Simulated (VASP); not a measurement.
# GaN (P1) in VASP: a series of runs

Runs on GaN. Level: PBE. Tasks: single point.

Program: VASP 6.6.1. These are calculated values, not measurements. Logs are shortened: lines on timing, memory, paths and dates and some standing lists are left out, and cuts for length are marked.

### Step 1. The cell of the first run

The typed cell holds 4 atoms: a = 3.180 Å, b = 3.180 Å, c = 5.166 Å, α = 90.00°, β = 90.00°, γ = 120.00°.

### Step 2. Single point, PBE (atom 3 (N) moved by (-0.200, -0.200) A along x and z)

Input file INCAR:

```
SYSTEM = GaN
  ALGO = Normal
  EDIFF = 1E-6
  ENCUT = 520
  GGA = PE
  ISIF = 2
  ISMEAR = 0
  LASPH = .True.
  LCHARG = .False.
  LREAL = .False.
  LWAVE = .False.
  NBANDS = 26
  NELM = 60
  PREC = Accurate
  SIGMA = 0.05
```

Input file KPOINTS:

```
k-points
0
Gamma
  12 12 6
  0 0 0
```

Input file POSCAR:

```
GaN
1.0
    3.1799996605      0.0000000000      0.0000000000
   -1.5899998303      2.7539604900      0.0000000000
    0.0000000000      0.0000000000      5.1660000000
Ga N
2 2
Direct
    0.3333333333      0.6666666667      0.0000000000
    0.6666666667      0.3333333333      0.5000000000
    0.2704402449      0.6666666667      0.3362853271
    0.6666666667      0.3333333333      0.8750000000
```

Potentials or basis: VASP PAW PBE potentials, release 64 (Ga_d, N).

Started as:

```sh
$ cat potpaw_PBE.64/Ga_d/POTCAR potpaw_PBE.64/N/POTCAR > POTCAR
$ mpirun -np 1 vasp_std > vasp.out
```

OUTCAR:

```text
SYSTEM = GaN
   EDIFF = 1E-6
   ENCUT = 520
   GGA = PE
   ISIF = 2
   ISMEAR = 0
   LASPH = .True.
   LREAL = .False.
   NELM = 60
   PREC = Accurate

 ion  position               nearest neighbor table
   1  0.333  0.667  0.000-   3 1.75   4 1.95   4 1.95   4 1.95
   2  0.667  0.333  0.500-   3 1.87   4 1.94   3 2.03   3 2.18
   3  0.270  0.667  0.336-   1 1.75   2 1.87   2 2.03   2 2.18
   4  0.667  0.333  0.875-   2 1.94   1 1.95   1 1.95   1 1.95

  LATTYP: Found a hexagonal cell.
 ALAT       =     3.1799996605
 C/A-ratio  =     1.6245284753

  Lattice vectors:

 A1 = (   3.1799996605,   0.0000000000,   0.0000000000)
 A2 = (  -1.5899998303,   2.7539604900,   0.0000000000)
 A3 = (   0.0000000000,   0.0000000000,   5.1660000000)

Analysis of symmetry for initial positions (statically):
=====================================================================
 Subroutine PRICEL returns:
 Original cell was already a primitive cell.

 Routine SETGRP: Setting up the symmetry group for a
 hexagonal supercell.

 Subroutine GETGRP returns: Found  1 space group operations
 (whereof  1 operations were pure point group operations)
 out of a pool of 24 trial point group operations.

The static configuration has the point symmetry C_1 .

Analysis of symmetry for dynamics (positions and initial velocities):
=====================================================================
 Subroutine PRICEL returns:
 Original cell was already a primitive cell.

 Routine SETGRP: Setting up the symmetry group for a
 hexagonal supercell.

 Subroutine GETGRP returns: Found  1 space group operations
 (whereof  1 operations were pure point group operations)
 out of a pool of 24 trial point group operations.

The dynamic configuration has the point symmetry C_1 .

 Subroutine INISYM returns: Found  1 space group operations
 (whereof  1 operations are pure point group operations),
 and found     1 'primitive' translations

----------------------------------------------------------------------------------------

                                     Primitive cell

  volume of cell :      45.2417

  direct lattice vectors                    reciprocal lattice vectors
     3.179999661  0.000000000  0.000000000     0.314465442  0.181556708  0.000000000
    -1.589999830  2.753960490  0.000000000     0.000000000  0.363113416  0.000000000
     0.000000000  0.000000000  5.166000000     0.000000000  0.000000000  0.193573364

  length of vectors
     3.179999661  3.179999661  5.166000000     0.363113416  0.363113416  0.193573364

  position of ions in fractional coordinates (direct lattice)
     0.333333333  0.666666667  0.000000000
     0.666666667  0.333333333  0.500000000
     0.270440245  0.666666667  0.336285327
     0.666666667  0.333333333  0.875000000

  ion indices of the primitive-cell ions
   primitive index   ion index
                 1           1
                 2           2
                 3           3
                 4           4

----------------------------------------------------------------------------------------

 KPOINTS: k-points

Automatic generation of k-mesh.
 Grid dimensions read from file:
 generate k-points for:   12   12    6

 Generating k-lattice:

  Cartesian coordinates                     Fractional coordinates (reciprocal lattice)
     0.026205454  0.015129726  0.000000000     0.083333333  0.000000000  0.000000000
     0.000000000  0.030259451  0.000000000     0.000000000  0.083333333  0.000000000
     0.000000000  0.000000000  0.032262227     0.000000000  0.000000000  0.166666667

  Length of vectors
     0.030259451  0.030259451  0.032262227

  Shift w.r.t. Gamma in fractional coordinates (k-lattice)
     0.000000000  0.000000000  0.000000000

 Subroutine IBZKPT returns following result:
 ===========================================

 Found    436 irreducible k-points:

 Following reciprocal coordinates:
            Coordinates               Weight
  0.000000  0.000000  0.000000      1.000000
  0.083333  0.000000  0.000000      2.000000
  0.000000  0.083333  0.000000      2.000000
 -0.083333  0.083333  0.000000      2.000000
  0.166667  0.000000  0.000000      2.000000
  0.000000  0.166667  0.000000      2.000000
[... 16 lines left out ...]
  0.166667  0.083333  0.000000      2.000000
 -0.083333  0.250000  0.000000      2.000000
 [... further k-points ...]
   k-points           NKPTS =    436   k-points in BZ     NKDIM =    436   number of bands    NBANDS=     26
   number of dos      NEDOS =    301   number of ions     NIONS =      4
   total plane-waves  NPLWV =  23040
   dimension x,y,z NGX =    24 NGY =   24 NGZ =   40
   dimension x,y,z NGXF=    48 NGYF=   48 NGZF=   80
   ions per type =               2   2
   NGX,Y,Z   is equivalent  to a cutoff of  12.55, 12.55, 12.87 a.u.
   NGXF,Y,Z  is equivalent  to a cutoff of  25.09, 25.09, 25.74 a.u.
 SYSTEM =  GaN
   PREC   = accura    normal or accurate (medium, high low for compatibility)
   ISTART =      0    job   : 0-new  1-cont  2-samecut
   ICHARG =      2    charge: 1-file 2-atom 10-const
   ISPIN  =      1    spin polarized calculation?
   LNONCOLLINEAR =      F non collinear calculations
   LSORBIT =      F    spin-orbit coupling
   LASPH  =      T    aspherical Exc in radial PAW
   ENCUT  =  520.0 eV  38.22 Ry    6.18 a.u.   5.91  5.91  9.61*2*pi/ulx,y,z
   NELM   =     60;   NELMIN=  2; NELMDL= -5     # of ELM steps
   EDIFF  = 0.1E-05   stopping-criterion for ELM
   LREAL  =      F    real-space projection
   EDIFFG = 0.1E-04   stopping-criterion for IOM
   NSW    =      0    number of steps for IOM
   IBRION =     -1    ionic relax: 0-MD 1-quasi-New 2-CG
   NFREE  =      0    steps in history (QN), initial steepest desc. (CG)
   ISIF   =      2    stress and relaxation
   ISYM   =      2    0-nonsym 1-usesym 2-fastsym
   POTIM  = 0.5000    time-step for ionic-motion
   TEBEG  =    0.0;   TEEND  =   0.0 temperature during run
   PSTRESS=    0.0 pullay stress
   NELECT =      36.0000    total number of electrons
   NUPDOWN=      -1.0000    fix difference up-down
   EMIN   =  10.00;   EMAX   =-10.00  energy-range for DOS
   EFERMI =   0.00;   METHOD = LEGACY
   ISMEAR =     0;   SIGMA  =   0.05  broadening in eV -4-tet -1-fermi 0-gaus
   EFERMI_NEDOS =   21; number of points for ismear=-14 and -15
   IALGO  =     38    algorithm
   IMIX   =      4    mixing-type and parameters
     AMIX     =   0.40;   BMIX     =  1.00
     AMIX_MAG =   1.60;   BMIX_MAG =  1.00
  volume/ion in A,a.u.               =      11.31        76.33
  Fermi-wavevector in a.u.,A,eV,Ry     =   1.517036  2.866783 31.312431  2.301399
  Thomas-Fermi vector in A             =   2.626346
   LORBIT       =      0    0 simple, 1 ext, 2 COOP (PROOUT), +10 PAW based schemes
   GGA     = PE    functional components
   LHFCALC =     F    Hartree Fock is set to
   AEXX    =    0.0000 exact exchange contribution
   IVDW    =     0    specifies the selected vdW correction
   LEPSILON=     F    determine dielectric tensor
   LRPA    =     F    only Hartree local field effects (RPA)
 non-spin polarized calculation
 Gauss-broadening in eV      SIGMA  =   0.05
  energy-cutoff  :      520.00
  volume of cell :       45.24
 maximum number of plane-waves:      1236
   NGX = 11   NGY = 11   NGZ = 19

 number of electron      36.0000002 magnetization

 Free energy of the ion-electron system (eV)
  ---------------------------------------------------
  ext. energy  EPLUGINS =         0.00000000
  ---------------------------------------------------
  free energy    TOTEN  =       -23.63871135 eV

  energy without entropy =      -23.63871135  energy(sigma->0) =      -23.63871135

 E-fermi :   5.8630     XC(G=0): -11.7270

 val. band max:        5.6313420814   @ k =   0.0000   0.0000   0.0000
 cond. band min:       7.2962978303   @ k =   0.0000   0.0000   0.0000
 fundamental gap:      1.6649557489
 Fermi energy:         5.8630327005

 k-point     1 :       0.0000    0.0000    0.0000
  band No.  band energies     occupation
      1     -10.7623      2.00000
      2      -9.7253      2.00000
      3      -8.1799      2.00000
      4      -8.1219      2.00000
      5      -8.0838      2.00000
      6      -7.9527      2.00000
[... 18 lines left out ...]
     25      17.0840      0.00000
     26      18.1637      0.00000

 k-point     2 :       0.0833    0.0000    0.0000
  band No.  band energies     occupation
      1     -10.6949      2.00000
      2      -9.7124      2.00000
      3      -8.1691      2.00000
      4      -8.1118      2.00000
      5      -8.0709      2.00000
      6      -7.9516      2.00000
[... 18 lines left out ...]
     25      17.1269      0.00000
     26      17.7740      0.00000

 k-point     3 :       0.0000    0.0833    0.0000
  band No.  band energies     occupation
      1     -10.6963      2.00000
      2      -9.7107      2.00000
      3      -8.1709      2.00000
      4      -8.1185      2.00000
      5      -8.0642      2.00000
      6      -7.9550      2.00000
[... 18 lines left out ...]
     25      17.2628      0.00000
     26      18.0161      0.00000

 k-point     4 :      -0.0833    0.0833    0.0000
  band No.  band energies     occupation
      1     -10.6979      2.00000
      2      -9.7107      2.00000
      3      -8.1729      2.00000
      4      -8.1186      2.00000
      5      -8.0649      2.00000
      6      -7.9539      2.00000
[... 18 lines left out ...]
     25      17.2092      0.00000
     26      18.1188      0.00000
[... 496 lines left out ...]
      1     -10.5733      2.00000
      2      -9.6882      2.00000
      3      -8.1549      2.00000
      4      -8.1013      2.00000
      5      -8.0435      2.00000
      6      -7.9521      2.00000
[... 18 lines left out ...]
     25      17.0456      0.00000
     26      17.8777      0.00000

 k-point    23 :       0.1667    0.0833    0.0000
  band No.  band energies     occupation
      1     -10.3524      2.00000
      2      -9.6556      2.00000
      3      -8.1232      2.00000
      4      -8.0613      2.00000
      5      -8.0195      2.00000
      6      -7.9575      2.00000
[... 18 lines left out ...]
     25      17.2831      0.00000
     26      18.2016      0.00000

 k-point    24 :      -0.0833    0.2500    0.0000
  band No.  band energies     occupation
      1     -10.3675      2.00000
      2      -9.6418      2.00000
      3      -8.1368      2.00000
      4      -8.0993      2.00000
      5      -8.0093      2.00000
      6      -7.9530      2.00000
[... 18 lines left out ...]
     25      16.7040      0.00000
     26      18.2471      0.00000

 [... further k-points ...]

------------------------ aborting loop because EDIFF is reached ----------------------------------------

  FORCE on cell =-STRESS in cart. coord.  units (eV):
  Direction    XX          YY          ZZ          XY          YZ          ZX
  --------------------------------------------------------------------------------------
  -------------------------------------------------------------------------------------
  Total        1.8305594      1.3693391      6.9314013      1.0998085     -0.3835554     -1.4128791
  in kB       64.8268974     48.4933767    245.4666214     38.9482962    -13.5831191    -50.0352883
  external PRESSURE =     119.5956318 kB  Pullay stress =       0.0000000 kB

 VOLUME and BASIS-vectors are now :
 -----------------------------------------------------------------------------
  energy-cutoff  :      520.00
  volume of cell :       45.24
      direct lattice vectors                 reciprocal lattice vectors
     3.179999661  0.000000000  0.000000000     0.314465442  0.181556708  0.000000000
    -1.589999830  2.753960490  0.000000000     0.000000000  0.363113416  0.000000000
     0.000000000  0.000000000  5.166000000     0.000000000  0.000000000  0.193573364

 POSITION                                       TOTAL-FORCE (eV/Angst)
 -----------------------------------------------------------------------------------
     -0.00000      1.83597      0.00000         0.194460     -0.010778     -2.986749
      1.59000      0.91799      2.58300        -1.432443     -0.542928     -0.757786
     -0.20000      1.83597      1.73725         1.389905      0.580375      4.851711
      1.59000      0.91799      4.52025        -0.151923     -0.026669     -1.107177
 -----------------------------------------------------------------------------------
    total drift:                               -0.000123     -0.000042      0.000092

  FREE ENERGIE OF THE ION-ELECTRON SYSTEM (eV)
  ---------------------------------------------------
  free  energy   TOTEN  =       -23.6387113532 eV

  energy  without entropy=      -23.6387113532  energy(sigma->0) =      -23.63871135
```

It took 9.3 min on 1 thread of AMD EPYC 7R43 (Zen 3), shared host; peak memory 0.44 GiB.

Results:

| Quantity | Value |
| --- | --- |
| Free energy | -23.6387 eV |
| Pressure | 12.0 GPa |
| Largest force | 5.080 eV/Å |
| Band gap on the k mesh | 1.67 eV |

Forces on the atoms (eV/Å):
```
Ga   0.194 -0.011 -2.987
Ga  -1.432 -0.543 -0.758
N    1.390  0.580  4.852
N   -0.152 -0.027 -1.107
```

Levels at points of the mesh, in eV from the valence-band top:
| k point | band 14 | band 15 | band 16 | band 17 | band 18 | band 19 | band 20 | band 21 | band 22 | band 23 |
| --- | --- | --- | --- | --- | --- | --- | --- | --- | --- | --- |
| (0.00, 0.00, 0.00) | -1.52 | -1.08 | -0.57 | -0.10 | 0.00 | 1.66 | 4.34 | 8.44 | 9.73 | 9.86 |
| (0.50, 0.00, 0.00) | -5.74 | -4.45 | -3.10 | -2.87 | -0.81 | 4.88 | 5.44 | 5.98 | 8.80 | 9.53 |
| (0.00, 0.50, 0.00) | -5.18 | -4.76 | -2.90 | -2.73 | -0.85 | 4.80 | 5.20 | 5.41 | 8.63 | 9.64 |
| (0.50, 0.50, 0.00) | -4.98 | -4.63 | -3.01 | -2.38 | -0.94 | 4.63 | 4.78 | 5.33 | 8.59 | 9.61 |
| (0.00, 0.00, 0.50) | -4.13 | -1.01 | -0.87 | -0.71 | -0.23 | 3.98 | 4.10 | 7.44 | 9.58 | 9.64 |
| (0.50, 0.00, 0.50) | -6.92 | -2.35 | -2.25 | -2.06 | -1.51 | 3.66 | 4.04 | 7.21 | 8.62 | 9.54 |
| (0.00, 0.50, 0.50) | -6.53 | -2.63 | -2.30 | -2.11 | -1.45 | 3.88 | 3.97 | 7.07 | 8.15 | 9.30 |
| (0.50, 0.50, 0.50) | -6.10 | -2.64 | -2.34 | -2.25 | -1.77 | 4.10 | 4.24 | 6.92 | 7.94 | 9.26 |

Caveat: the cell differs from its parent crystal (atom 3 (N) moved by (-0.200, -0.200) A along x and z); the cell stands under pressure; forces of over 1 eV/Å act on the atoms, so gaps and moduli don't describe the material at rest.

### Step 3. Single point, PBE (atom 3 (N) moved by (-0.200, +0.000) A along x and z)

Input file INCAR:

```
SYSTEM = GaN
PREC = Accurate
ENCUT = 520
EDIFF = 1E-6
ISMEAR = 0
SIGMA = 0.05
LREAL = .False.
LASPH = .True.
NELM = 80
ALGO = Normal
ISIF = 2
LWAVE = .False.
LCHARG = .True.
GGA = PE
LELF = .True.
LVHAR = .True.
NBANDS = 26
```

Input file KPOINTS:

```
Automatic mesh
0
Gamma
  12 12 6
  0 0 0
```

POSCAR: that of step 2 with these lines changed.

```diff
@@ -10,3 +10,3 @@
     0.6666666667      0.3333333333      0.5000000000
-    0.2704402449      0.6666666667      0.3362853271
+    0.2704402449      0.6666666667      0.3750000000
     0.6666666667      0.3333333333      0.8750000000
```

Potentials or basis: VASP PAW PBE potentials, release 64 (Ga_d, N).

Started as:

```sh
$ cat potpaw_PBE.64/Ga_d/POTCAR potpaw_PBE.64/N/POTCAR > POTCAR
$ mpirun -np 1 vasp_std > vasp.out
```

It took 9.1 min on 1 thread of AMD EPYC 7R43 (Zen 3), shared host; peak memory 0.45 GiB.

The run converged. Its results:

```
Free energy            : -24.0096 eV
Pressure               : 9.5 GPa
Largest force          : 3.044 eV/Å
Band gap on the k mesh : 1.84 eV
```

Forces on the atoms (eV/Å):
```
Ga  -0.185 -0.009 -0.026
Ga  -2.515 -0.927  0.404
N    2.841  0.962 -0.520
N   -0.141 -0.027  0.142
```

Stress tensor (GPa, compression positive):
```
10.71  7.36 -4.47
 7.36  8.40 -1.97
-4.47 -1.97  9.39
```

Levels at points of the mesh, in eV from the valence-band top:
| k point | band 15 | band 16 | band 17 | band 18 | band 19 | band 20 | band 21 | band 22 |
| --- | --- | --- | --- | --- | --- | --- | --- | --- |
| (0.00, 0.00, 0.00) | -0.92 | -0.27 | -0.11 | 0.00 | 1.84 | 4.20 | 8.91 | 9.80 |
| (0.50, 0.00, 0.00) | -4.13 | -2.83 | -2.73 | -1.03 | 4.92 | 5.68 | 6.68 | 8.40 |
| (0.00, 0.50, 0.00) | -4.43 | -2.81 | -2.36 | -1.05 | 4.90 | 5.36 | 5.93 | 8.43 |
| (0.50, 0.50, 0.00) | -4.56 | -2.97 | -1.98 | -1.16 | 4.89 | 5.16 | 5.38 | 8.41 |
| (0.00, 0.00, 0.50) | -1.10 | -0.69 | -0.65 | -0.23 | 4.12 | 4.16 | 8.35 | 8.45 |
| (0.50, 0.00, 0.50) | -2.15 | -2.04 | -1.93 | -1.71 | 4.01 | 4.25 | 7.74 | 8.09 |
| (0.00, 0.50, 0.50) | -2.41 | -2.11 | -1.99 | -1.59 | 4.16 | 4.30 | 7.45 | 7.68 |
| (0.50, 0.50, 0.50) | -2.39 | -2.22 | -2.08 | -1.95 | 4.40 | 4.60 | 7.18 | 7.51 |

Caveat: the cell differs from its parent crystal (atom 3 (N) moved by (-0.200, +0.000) A along x and z); the cell stands under pressure; forces of over 1 eV/Å act on the atoms, so gaps and moduli don't describe the material at rest.
